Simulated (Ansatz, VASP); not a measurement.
# Two plane-wave programs on MgO

```
CELL_PARAMETERS angstrom
0.00000 2.02471 2.02471
2.02471 0.00000 2.02471
2.02471 2.02471 0.00000
ATOMIC_POSITIONS crystal
Mg 0.00000 0.00000 0.00000
O 0.25000 0.25000 0.25000
```

Change from the starting cell: volume scaled by 0.72, PAW files.

Alike in both runs: task single point; functional LDA; k mesh 16 × 16 × 16; occupations fermi-dirac, width 0.05 eV; no spin polarisation.

|  | VASP | Ansatz |
| --- | --- | --- |
| version | VASP 6.6.1 | Ansatz 0.2.0 |
| potentials or method | VASP PAW LDA potentials, release 64 (Mg, O) | PAW with Ansatz's default frozen-core files, scalar-relativistic |
| plane-wave cutoff (eV) | 600 | 420 |
| valence electrons in the cell | 8 | 16 |

```csv
,VASP,Ansatz,Ansatz less VASP
gap on the k mesh at the Fermi level (eV),5.97,5.96,-0.015
pressure (GPa),84.9,82.7,-2.19
```

LDA's correlation is that of Perdew and Zunger in VASP and of Perdew and Wang (1992) in Ansatz. Both programs put the cell under a high pressure, so it lies far from rest at this level. VASP's potentials hold 8 valence electrons a cell and Ansatz's 16, so a difference there can come from the potentials and not from the codes.

Noted on VASP's run: the cell as given lies far from equilibrium.
